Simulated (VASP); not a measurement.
The system is CaSc.

```
CELL_PARAMETERS angstrom
0.00000 2.77186 2.77186
2.77186 0.00000 2.77186
2.77186 2.77186 0.00000
ATOMIC_POSITIONS crystal
Ca 0.00000 0.00000 0.00000
Sc 0.50000 0.50000 0.50000
```

| Property | Result |
| --- | --- |
| Program | VASP 6.6.1 |
| Task | relaxation of cell and atoms |
| Functional | PBE |
| Potentials or basis | VASP PAW PBE potentials, release 64 (Ca_sv, Sc_sv) |
| Cutoff | 600 eV |
| k mesh | 6 × 6 × 6 |
| Occupations | gaussian, width 0.1 eV |
| Spin | no spin polarisation |

At the start: pressure 17.2 GPa; volume 21.30 Å³/atom.

Problem. How do energy, volume and symmetry change on relaxing?

Solution. Over 4 steps the energy falls by 513.4 meV/atom and the volume is 34.03 Å³/atom (+59.8 %); space group Fm-3m (No. 225, to 0.05 Å).

Step by step:
| step | energy change (eV) | largest force (eV/Å) | pressure (GPa) | volume (Å³) |
| --- | --- | --- | --- | --- |
| 1 | 0.0000 | 0.0000 | 17.16 | 42.59 |
| 2 | -0.9286 | 0.0000 | 3.71 | 58.26 |
| 3 | -1.0001 | 0.0000 | -1.45 | 73.25 |
| 4 | -1.0267 | 0.0000 | -0.14 | 68.06 |

Final structure:
```
CELL_PARAMETERS angstrom
0.00000 3.24053 3.24053
3.24053 0.00000 3.24053
3.24053 3.24053 0.00000
ATOMIC_POSITIONS crystal
Ca 0.00000 0.00000 0.00000
Sc 0.50000 0.50000 0.50000
```

Caveat: the volume moved by over 15 % at a fixed basis, so the end points are rough.
